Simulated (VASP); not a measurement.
Input of a VASP 6.6.1 run:

File POSCAR:

```
Mg
1.0
    0.0000000000      2.2291934254      2.2291934254
    2.2291934254      0.0000000000      2.2291934254
    2.2291934254      2.2291934254      0.0000000000
Mg
1
Direct
    0.0000000000      0.0000000000      0.0000000000
```

Contents of INCAR.step1:

```
SYSTEM = Mg
ALGO = Normal
EDIFF = 1E-5
ENCUT = 520
GGA = PE
ISIF = 2
ISMEAR = 0
LASPH = .True.
LCHARG = .False.
LREAL = .False.
LWAVE = .True.
NBANDS = 7
NELM = 100
PREC = Accurate
SIGMA = 0.01
```

The input INCAR.step2:

```
SYSTEM = Mg
ALGO = Normal
EDIFF = 1E-6
ENCUT = 520
GGA = PE
HFSCREEN = 0.2079
ISIF = 2
ISMEAR = 0
ISTART = 1
LASPH = .True.
LCHARG = .False.
LHFCALC = .True.
LREAL = .False.
LWAVE = .False.
NBANDS = 7
NELM = 100
PREC = Accurate
PRECFOCK = Normal
SIGMA = 0.01
```

File KPOINTS:

```
k-points
0
Gamma
  7 7 7
  0 0 0
```

Potentials or basis: VASP PAW PBE potentials, release 64 (Mg).

Command:

```console
$ cat potpaw_PBE.64/Mg/POTCAR > POTCAR
$ cp INCAR.step1 INCAR
$ mpirun -np 1 vasp_std > vasp.out
$ cp INCAR.step2 INCAR
$ mpirun -np 1 vasp_std > vasp.out
```

Question: What does it give for the band gap on the k mesh?

Answer: Zero (bands 1 and 2 overlap by 2.38 eV).

Question: Predict the pressure.

Answer: 1.4 GPa.

Caveat: the PAW data sets were made with another functional, which shifts forces and pressure a little.
